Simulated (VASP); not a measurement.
Here is a VASP 6.6.1 calculation.

Contents of POSCAR:

```
Ru
1.0
    0.0000000000      2.6261462279      2.6261462279
    2.6261462279      0.0000000000      2.6261462279
    2.6261462279      2.6261462279      0.0000000000
Ru
2
Direct
    1.0000000000      1.0000000000      1.0000000000
    0.2500000000      0.2500000000      0.2500000000
```

Contents of INCAR.step1:

```
SYSTEM = Ru
PREC     = Accurate       ! precision mode
ENCUT    = 550            ! plane-wave cutoff, eV
ISMEAR   = 0              ! smearing method
SIGMA    = 0.05           ! smearing width, eV
LREAL    = .FALSE.        ! projectors in reciprocal space
LASPH    = .TRUE.         ! aspherical terms in the spheres
NELM     = 120            ! most SCF steps
NBANDS   = 21             ! bands
GGA      = PE             ! functional
ALGO     = Normal         ! electronic algorithm
EDIFF    = 1E-5           ! SCF threshold, eV
LWAVE    = .TRUE.         ! write WAVECAR
LCHARG   = .FALSE.        ! write CHGCAR
GGA_COMPAT= .FALSE.
```

Contents of INCAR.step2:

```
SYSTEM = Ru
PREC     = Accurate       ! precision mode
ENCUT    = 550            ! plane-wave cutoff, eV
EDIFF    = 1E-6           ! SCF threshold, eV
ISMEAR   = 0              ! smearing method
SIGMA    = 0.05           ! smearing width, eV
LREAL    = .FALSE.        ! projectors in reciprocal space
LASPH    = .TRUE.         ! aspherical terms in the spheres
NELM     = 120            ! most SCF steps
ALGO     = Normal         ! electronic algorithm
ISIF     = 2              ! what is computed and relaxed
LWAVE    = .FALSE.        ! write WAVECAR
LCHARG   = .FALSE.        ! write CHGCAR
METAGGA  = R2SCAN         ! meta-GGA
LMIXTAU  = .TRUE.       
NBANDS   = 21             ! bands
ISTART   = 1            
GGA_COMPAT= .FALSE.
```

KPOINTS

```
regular mesh
0
G
  9 9 9
  0 0 0
```

Potentials or basis: VASP PAW PBE potentials, release 64 (Ru_pv).

Launch:

```bash
$ cat potpaw_PBE.64/Ru_pv/POTCAR > POTCAR
$ cp INCAR.step1 INCAR
$ mpirun -np 1 vasp_std > vasp.out
$ cp INCAR.step2 INCAR
$ mpirun -np 1 vasp_std > vasp.out
```

Q: Estimate the band gap on the k mesh.

A: Zero (bands 14 and 15 overlap by 0.83 eV).

Q: Estimate the pressure.

A: 21.4 GPa.

Caveat: the cell stands under pressure; the PAW data sets were made with another functional, which shifts forces and pressure a little.
